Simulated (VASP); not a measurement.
Input of a VASP 6.6.1 run:

The input INCAR:

```
ALGO = Normal
EDIFF = 1E-7
EDIFFG = -0.01
ENCUT = 600
GGA = PE
GGA_COMPAT = F
IBRION = 2
ISIF = 3
ISMEAR = 0
LASPH = T
LCHARG = F
LMAXMIX = 6
LREAL = F
LWAVE = F
NELM = 200
NELMIN = 4
NSW = 100
PREC = Accurate
SIGMA = 0.1
```

KPOINTS

```
k-points
0
Gamma
  12 12 10
```

The input POSCAR:

```
NaTbC
1.0
    3.9933544313     -0.0000000029      0.0000000000
   -1.9966772132      3.4583463853      0.0000000000
    0.0000000000      0.0000000000      5.4143478540
Na Tb C
1 1 1
Direct
    0.0000000000      0.0000000000      0.0000000000
    0.6666666667      0.3333333333      0.5000000000
    0.3333333333      0.6666666667      0.5000000000
```

Potentials or basis: VASP PAW PBE potentials, release 64 (Na_pv, Tb_3, C), 4f in core.

Run with:

```sh
$ cat potpaw_PBE.64/Na_pv/POTCAR potpaw_PBE.64/Tb_3/POTCAR potpaw_PBE.64/C/POTCAR > POTCAR
$ mpirun -np 1 vasp_std > vasp.out
```

(1) Estimate the band gap on the k mesh.

(2) Estimate the space group after relaxing (to 0.1 Å).

Answers

(1) zero (bands 10 and 11 overlap by 1.25 eV).

(2) P-6m2 (No. 187).

Caveat: spin-orbit coupling is left out, which moves the levels of the heavy elements; the 4f electrons are frozen in the core, so they carry no moment and show no levels.
